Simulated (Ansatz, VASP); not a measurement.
## SiNi: VASP beside Ansatz

```
CELL_PARAMETERS angstrom
5.15009 0.00000 0.00000
0.00000 3.38105 0.00000
0.00000 0.00000 5.61506
ATOMIC_POSITIONS crystal
Si 0.32100 0.75000 0.08465
Si 0.17900 0.25000 0.58465
Si 0.82100 0.75000 0.41535
Si 0.67900 0.25000 0.91535
Ni 0.00817 0.25000 0.18860
Ni 0.49183 0.75000 0.68860
Ni 0.50817 0.25000 0.31140
Ni 0.99183 0.75000 0.81140
```

Alike in both runs: functional PBE; k mesh 8 × 12 × 8; occupations gaussian, width 0.1 eV; no spin polarisation.

Ansatz relaxed the structure, and its values are those at the end. VASP's run is a single point on that final structure, the one shown.

|  | VASP | Ansatz |
| --- | --- | --- |
| version | VASP 6.6.1 | Ansatz 0.2.0 |
| potentials or method | VASP PAW PBE potentials, release 64 (Si, Ni), cutoff 520 eV | scalar-relativistic, plane waves, PAW |
| valence electrons in the cell | 56 | 88 |

```csv
,VASP,Ansatz,Ansatz less VASP
gap on the k mesh at the Fermi level (eV),none,none,-
pressure (GPa),0.0,0.0,-0.03
rms of the force components (eV/Å),0.006,0.002,-0.0038
```

A gap of «none» marks a metal or a gap that the smearing closes. With one functional, cell and mesh, what is left measures potentials, basis and numerics. VASP's potentials hold 56 valence electrons a cell and Ansatz's 88, so a difference there can come from the potentials and not from the codes.
